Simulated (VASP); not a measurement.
ZrHg: relaxation of shape and atoms at fixed volume with LDA

Crystal: ZrHg.

```
Zr Hg
1.0
     3.10517    0.00000    0.00000
     0.00000    3.10517    0.00000
     0.00000    0.00000    4.22455
Zr Hg
1 1
Direct
  0.50000 0.50000 0.50000
  0.00000 0.00000 0.00000
```

```
Program                : VASP 6.6.1
Task                   : relaxation of shape and atoms at fixed volume
Functional             : LDA
Potentials or basis    : VASP PAW LDA potentials, release 64 (Zr_sv, Hg)
Cutoff                 : 600 eV
k mesh                 : 14 × 14 × 10
Occupations            : fermi-dirac, width 0.15 eV
Spin                   : no spin polarisation
Dipole correction      : no
Further INCAR settings : ALGO = Fast; EDIFF = 1e-06; IBRION = 2; EDIFFG = -0.001; NSW = 80; ISIF = 4
```

- Energy gained by relaxing: 0.0 meV/atom
- Ionic steps: 7
- Pressure after relaxing: -1.5 GPa
- Band gap on the k mesh: zero (bands 12 and 13 overlap by 1.46 eV)

Final structure:
```cif
data_structure
_symmetry_space_group_name_H-M 'P 1'
_symmetry_Int_Tables_number 1
_cell_length_a 3.1079
_cell_length_b 3.1079
_cell_length_c 4.2170
_cell_angle_alpha 90.000
_cell_angle_beta 90.000
_cell_angle_gamma 90.000
_cell_volume 40.73
loop_
_atom_site_label
_atom_site_type_symbol
_atom_site_fract_x
_atom_site_fract_y
_atom_site_fract_z
_atom_site_occupancy
Zr1 Zr 0.50000 0.50000 0.50000 1
Hg1 Hg 0.00000 0.00000 0.00000 1
```

Levels at points of the mesh, in eV from the Fermi level:
```
           k point  band 9  band 10  band 11  band 12  band 13  band 14  band 15  band 16
(0.00, 0.00, 0.00)   -7.17    -6.70    -0.89    -0.63     1.45     3.40     3.40     4.44
(0.50, 0.00, 0.00)   -7.00    -3.76    -3.64    -1.54    -0.65     1.75     3.17     6.32
(0.50, 0.50, 0.00)   -6.07    -2.91     0.57     0.57     1.65     1.65     1.96     4.56
(0.00, 0.00, 0.50)   -6.69    -6.38    -4.51    -1.22     1.13     1.99     1.99     4.34
(0.50, 0.00, 0.50)   -7.10    -4.26    -1.36    -0.50    -0.03     2.51     3.10     3.46
(0.50, 0.50, 0.50)   -6.07    -2.84    -2.18    -2.18     0.07     2.78     6.03     7.01
```

Wall time 4.5 min on 1 thread of Intel(R) Xeon(R) Platinum 8488C (Sapphire Rapids) (shared host), peak memory 0.31 GiB.

Caveat: spin-orbit coupling is left out, which moves the levels of the heavy elements.
